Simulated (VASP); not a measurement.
Wanted: the native input for a VASP 6.6.1 run.

| Property | Result |
| --- | --- |
| Task | single point |
| Functional | PBE |
| Potentials or basis | VASP PAW PBE potentials, release 64 (Zn, O) |
| Cutoff | 520 eV |
| k mesh | 9 × 9 × 5 |
| Occupations | gaussian, width 0.025 eV |
| Spin | no spin polarisation |
| Dipole correction | no |
| Further INCAR settings | ALGO = Normal; EDIFF = 1e-06; NBANDS = 26 |

The structure of ZnO (zincite) lies in POSCAR:

```
ZnO
1.0
    3.2493080000      0.0000000000      0.0000000000
   -1.6246540000      2.8139832727      0.0000000000
    0.0000000000      0.0000000000      5.2057090000
Zn O
2 2
Direct
    0.6666666667      0.3333333333      0.0000000000
    0.3333333333      0.6666666667      0.5000000000
    0.3333333333      0.6666666667      0.8790100000
    0.6666666667      0.3333333333      0.3790100000
```

The input as run:

INCAR

```
SYSTEM = ZnO
PREC = Accurate
ENCUT = 520
EDIFF = 1E-6
ISMEAR = 0
SIGMA = 0.025
LREAL = .False.
LASPH = .True.
NELM = 100
ALGO = Normal
ISIF = 2
LWAVE = .False.
LCHARG = .False.
GGA = PE
NBANDS = 26
```

KPOINTS

```
regular mesh
0
Gamma
  9 9 5
  0 0 0
```

Potentials or basis: VASP PAW PBE potentials, release 64 (Zn, O).

The run is started by

```bash
$ cat potpaw_PBE.64/Zn/POTCAR potpaw_PBE.64/O/POTCAR > POTCAR
$ mpirun -np 1 vasp_std > vasp.out
```

Results of the run:

```
Pressure               : 6.0 GPa
Largest force          : 0.074 eV/Å
Band gap on the k mesh : 0.79 eV, direct
```

Run time: 15 s on 1 thread of Intel(R) Xeon(R) 6975P-C (Granite Rapids), with other jobs on the host, peak memory 0.17 GiB.
